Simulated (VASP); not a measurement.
Wanted: the native input for a VASP 6.6.1 run.

```
Task                   : relaxation of cell and atoms
Functional             : r2SCAN
Potentials or basis    : VASP PAW PBE potentials, release 64 (Ti_sv, Al)
Cutoff                 : 600 eV
k mesh                 : 6 × 6 × 6
Occupations            : fermi-dirac, width 0.1 eV
Spin                   : no spin polarisation
Dipole correction      : no
Further INCAR settings : ALGO = Normal; EDIFF = 1e-06; IBRION = 2; EDIFFG = -0.03; NSW = 80; ISIF = 3
```

TiAl:

```
Ti Al
1.0
     3.01800    0.00000    0.00000
     0.00000    3.01800    0.00000
     0.00000    0.00000    3.01800
Ti Al
1 1
Direct
  0.50000 0.50000 0.50000
  0.00000 0.00000 0.00000
```

One way to write it, as run:

POSCAR

```
TiAl
1.0
    3.0180000000      0.0000000000      0.0000000000
    0.0000000000      3.0180000000      0.0000000000
    0.0000000000      0.0000000000      3.0180000000
Ti Al
1 1
Direct
    0.5000000000      0.5000000000      0.5000000000
    0.0000000000      0.0000000000      0.0000000000
```

INCAR.step1

```
SYSTEM = TiAl
PREC = Accurate ; ENCUT = 600
ISMEAR = -1 ; SIGMA = 0.1
LREAL = .FALSE. ; LASPH = .TRUE.
NELM = 60 ; GGA = PE
ALGO = Normal ; EDIFF = 1E-4
LWAVE = .TRUE. ; LCHARG = .FALSE.
```

INCAR.step2

```
SYSTEM = TiAl
PREC = Accurate ; ENCUT = 600
EDIFF = 1E-6 ; ISMEAR = -1
SIGMA = 0.1 ; LREAL = .FALSE.
LASPH = .TRUE. ; NELM = 60
ALGO = Normal ; ISIF = 3
LWAVE = .FALSE. ; LCHARG = .FALSE.
METAGGA = R2SCAN ; LMIXTAU = .TRUE.
IBRION = 2 ; NSW = 80
EDIFFG = -0.03 ; ISTART = 1
```

KPOINTS

```
regular mesh
0
G
  6 6 6
  0 0 0
```

Potentials or basis: VASP PAW PBE potentials, release 64 (Ti_sv, Al).

Launch:

```console
$ cat potpaw_PBE.64/Ti_sv/POTCAR potpaw_PBE.64/Al/POTCAR > POTCAR
$ cp INCAR.step1 INCAR
$ mpirun -np 1 vasp_std > vasp.out
$ cp INCAR.step2 INCAR
$ mpirun -np 1 vasp_std > vasp.out
```

It gave:

```yaml
Relaxed_volume: 16.01 Å³/atom
Relaxed_cell: a = 3.175 Å, b = 3.175 Å, c = 3.175 Å, α = 90.00°, β = 90.00°, γ = 90.00°
Space_group_after_relaxing_to_0.05_Å: Pm-3m (No. 221)
Energy_gained_by_relaxing: 148.1 meV/atom
Ionic_steps: 3
Pressure_after_relaxing: -0.3 GPa
```

Caveat: the volume moved by over 15 % at a fixed basis, so the end points are rough; the PAW data sets were made with another functional, which shifts forces and pressure a little; the volume moved by +16 % from the deposited cell, more than functionals usually miss.

Run time: 34 s on 1 thread of Intel(R) Xeon(R) 6975P-C (Granite Rapids), with other jobs on the host, peak memory 0.14 GiB.
